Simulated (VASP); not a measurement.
Set up this calculation in VASP 6.6.1, as the native input.

```yaml
Task: single point
Functional: LDA
Potentials_or_basis: VASP PAW LDA potentials, release 64 (Sn_d)
Cutoff: 520 eV
k_mesh: 9 × 9 × 9
Occupations: methfessel-paxton, width 0.05 eV
Spin: no spin polarisation
Dipole_correction: no
Further_INCAR_settings: ALGO = Normal; EDIFF = 1e-06; NBANDS = 13
```

The structure of Sn lies in POSCAR:

```
Sn
1.0
   -1.7265400000      1.7755500000      2.3383400000
    1.7265400000     -1.7755500000      2.3383400000
    1.7265400000      1.7755500000     -2.3383400000
Sn
1
Direct
    0.0000000000      0.0000000000      0.0000000000
```

These files were run (other wordings do the same):

INCAR

```
SYSTEM = Sn
PREC = Accurate
ENCUT = 520
EDIFF = 1E-6
ISMEAR = 1
SIGMA = 0.05
LREAL = .FALSE.
LASPH = .TRUE.
NELM = 80
ALGO = Normal
ISIF = 2
LWAVE = .FALSE.
LCHARG = .FALSE.
NBANDS = 13
```

KPOINTS

```
regular mesh
0
G
  9 9 9
  0 0 0
```

Potentials or basis: VASP PAW LDA potentials, release 64 (Sn_d).

Run with:

```console
$ cat potpaw_LDA.64/Sn_d/POTCAR > POTCAR
$ mpirun -np 1 vasp_std > vasp.out
```

It gave:

```json
{
  "Pressure": "-4.6 GPa",
  "Band gap on the k mesh": "zero (band 7 reaches 14.15 eV, above the bottom of band 8 at 5.34 eV)"
}
```

Caveat: spin-orbit coupling is left out, which moves the levels of the heavy elements.

Run time: 48 s on 1 thread of Intel Xeon 8259CL, on a shared host, peak memory 0.17 GiB.
